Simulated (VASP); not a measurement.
Be2ZnTe2Se: relaxation of cell and atoms with PBE

Be2ZnTe2Se:

```
Be Zn Te Se
1.0
     3.78018    0.00000    0.00000
     0.00000    3.78018    0.00000
     0.00000    0.00000   11.62574
Be Zn Te Se
2 1 2 1
Direct
  0.50000 0.00000 0.01872
  0.00000 0.50000 0.01872
  0.00000 0.00000 0.45932
  0.50000 0.50000 0.88375
  0.00000 0.00000 0.15336
  0.50000 0.50000 0.46613
```

The cell was generated, and may not be a known phase.

```json
{
 "Program": "VASP 6.6.1",
 "Task": "relaxation of cell and atoms",
 "Functional": "PBE",
 "Potentials or basis": "VASP PAW PBE potentials, release 64 (Be, Zn, Te, Se)",
 "Cutoff": "600 eV",
 "k mesh": "10 × 10 × 4",
 "Occupations": "gaussian, width 0.1 eV",
 "Spin": "no spin polarisation",
 "Dipole correction": "no",
 "Further INCAR settings": "ALGO = Normal; EDIFF = 1e-06; IBRION = 2; EDIFFG = -0.01; NSW = 100; ISIF = 3"
}
```

| Item | Value |
| --- | --- |
| Relaxed volume | 27.18 Å³/atom |
| Relaxed cell | a = 3.752 Å, b = 3.752 Å, c = 11.586 Å, α = 90.00°, β = 90.00°, γ = 90.00° |
| Space group after relaxing (to 0.1 Å) | P4mm (No. 99) |
| Energy gained by relaxing | 1.4 meV/atom |
| Ionic steps | 18 |
| Pressure after relaxing | 0.0 GPa |
| Largest force after relaxing | 0.009 eV/Å |
| Band gap on the k mesh | zero (bands 17 and 18 overlap by 0.78 eV) |

Forces on the atoms (eV/Å):
```
Be   0.000  0.000  0.001
Be   0.000  0.000  0.001
Zn   0.000  0.000 -0.007
Te   0.000  0.000 -0.004
Te   0.000  0.000 -0.001
Se   0.000  0.000  0.009
```

Step by step:
```
step  energy change (eV)  largest force (eV/Å)  pressure (GPa)  volume (Å³)
   1              0.0000                0.1271           -0.40       166.13
   2             -0.0069                0.0866            0.00       164.49
   3             -0.0073                0.0769            0.07       164.06
   4             -0.0074                0.0737            0.12       163.88
   5             -0.0074                0.0746            0.11       163.93
   6             -0.0077                0.0206           -0.04       164.27
   7             -0.0077                0.0204           -0.01       164.20
   8             -0.0078                0.0184           -0.02       164.16
   9             -0.0080                0.0127           -0.04       164.04
  10             -0.0081                0.0211           -0.08       163.81
  11             -0.0082                0.0215           -0.05       163.69
  12             -0.0083                0.0226           -0.03       163.35
  13             -0.0082                0.0390            0.09       162.66
  14             -0.0083                0.0270            0.05       163.06
  15             -0.0083                0.0237            0.01       163.17
  16             -0.0083                0.0246            0.02       163.14
  17             -0.0083                0.0157            0.01       163.11
  18             -0.0083                0.0092           -0.01       163.07
```

Final structure:
```
Be Zn Te Se
1.0
     3.75161    0.00000    0.00000
     0.00000    3.75161    0.00000
     0.00000    0.00000   11.58605
Be Zn Te Se
2 1 2 1
Direct
  0.50000 0.00000 0.01878
  0.00000 0.50000 0.01878
  0.00000 0.00000 0.46065
  0.50000 0.50000 0.88188
  0.00000 0.00000 0.15541
  0.50000 0.50000 0.46451
```

Levels at points of the mesh, in eV from the Fermi level:
| k point | band 15 | band 16 | band 17 | band 18 | band 19 | band 20 |
| --- | --- | --- | --- | --- | --- | --- |
| (0.00, 0.00, 0.00) | -1.15 | -0.05 | -0.05 | 0.00 | 2.28 | 2.36 |
| (0.50, 0.00, 0.00) | -0.85 | -0.84 | 0.30 | 2.46 | 3.57 | 3.71 |
| (0.50, 0.50, 0.00) | -3.38 | -3.21 | -1.18 | -0.42 | 2.49 | 2.57 |
| (0.00, 0.00, 0.50) | -1.15 | -0.05 | -0.05 | 0.08 | 2.28 | 2.36 |
| (0.50, 0.00, 0.50) | -0.84 | -0.79 | 0.30 | 2.96 | 3.29 | 3.50 |
| (0.50, 0.50, 0.50) | -3.38 | -3.20 | -1.17 | -0.44 | 2.40 | 2.65 |

It took 24 min on 1 thread of Intel(R) Xeon(R) Platinum 8488C (Sapphire Rapids), on a shared host, peak memory 0.56 GiB.

Caveat: semilocal functionals underestimate gaps, and a narrow one can read as zero; spin-orbit coupling is left out, which moves the levels of the heavy elements.
